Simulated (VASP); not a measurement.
Runs of VASP 6.6.1 on MgO. The structure is that of space group Fm-3m (No. 225), or close to it. The cells are those of the table. 

```tsv
task	potentials or basis	cell	cutoff (eV)	mended	gap on the mesh (eV)	pressure (GPa)
single point	VASP PAW LDA potentials, release 64 (Mg, O)	a = 2.959 Å, angles 60.0°, 2 atoms	600	-	4.86	-4.9
single point	VASP PAW LDA potentials, release 64 (Mg, O)	a = 2.784 Å, angles 60.0°, 2 atoms	600	-	6.91	38.0
relaxation of cell and atoms	VASP PAW LDA potentials, release 64 (Mg_sv, O)	relaxed from a = 2.941 Å, angles 60.0°, 2 atoms	750	yes	(b)	0.0
relaxation of cell and atoms	VASP PAW LDA potentials, release 64 (Mg, O)	relaxed to 40 GPa from a = 2.941 Å, angles 60.0°, 2 atoms	600	-	(a)	40.0
```

Alike in all rows: level LDA; no spin polarisation; k mesh 10 × 10 × 10; smearing gaussian 0.01 eV.

Fill in the values left out.

(a) 6.99; (b) 5.04.

Caveats: the cell stands under tension (at least some runs); the cell stands under pressure (at least some runs); the cell is relaxed towards a set pressure, so the run minimises the enthalpy, not the energy (at least some runs).

The runs don't all hold the same shells in valence.
